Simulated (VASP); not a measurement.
Here is a VASP 6.6.1 calculation.

INCAR

```
ALGO = Normal
EDIFF = 1E-7
ENCUT = 520
GGA = PE
ISIF = 2
ISMEAR = -1
ISPIN = 2
LASPH = True
LCHARG = False
LMAXMIX = 4
LORBIT = 11
LREAL = False
LWAVE = False
MAGMOM = 3
NBANDS = 14
NELM = 150
PREC = Accurate
SIGMA = 0.03
```

Contents of KPOINTS:

```
k-points
0
Gamma
  17 17 17
```

The input POSCAR:

```
Fe
1.0
    0.0000000000      1.8636234232      1.8636234232
    1.8636234232      0.0000000000      1.8636234232
    1.8636234232      1.8636234232      0.0000000000
Fe
1
Direct
    0.0000000000      0.0000000000      0.0000000000
```

Potentials or basis: VASP PAW PBE potentials, release 64 (Fe).

Launch:

```bash
$ cat potpaw_PBE.64/Fe/POTCAR > POTCAR
$ mpirun -np 1 vasp_std > vasp.out
```

Task: What does it give for the site moments?

Result: Fe +2.68 μB.

Task: Estimate the pressure.

Result: -10.4 GPa.

Task: Estimate the net moment.

Result: 2.67 μB per cell.
